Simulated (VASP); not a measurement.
Crystal: K2S.

```
K S
1.0
     0.00000    3.70271    3.70271
     3.70271    0.00000    3.70271
     3.70271    3.70271    0.00000
K S
2 1
Direct
  0.75000 0.75000 0.75000
  0.25000 0.25000 0.25000
  0.00000 0.00000 0.00000
```

Base run:

```yaml
Program: VASP 6.6.1
Functional: LDA
Potentials_or_basis: VASP PAW LDA potentials, release 64 (K_sv, S)
Cutoff: 500 eV
k_mesh: 6 × 6 × 6
Occupations: gaussian, width 0.01 eV
Spin: no spin polarisation
```

Its results: band gap on the k mesh 2.11 eV (least direct gap 2.32 eV); pressure -1.7 GPa.

**Question.** The run is repeated on the same cell with these changes: functional from LDA to r2SCAN; potentials or basis from VASP PAW LDA potentials, release 64 (K_sv, S) to VASP PAW PBE potentials, release 64 (K_sv, S); cutoff from 500 eV to 550 eV. What comes out?

**Answer.** Band gap on the k mesh 2.76 eV (least direct gap 2.95 eV); pressure 0.0 GPa.

Caveats: the PAW data sets were made with another functional, which shifts forces and pressure a little (at least some runs).

A k mesh can miss the band edges.
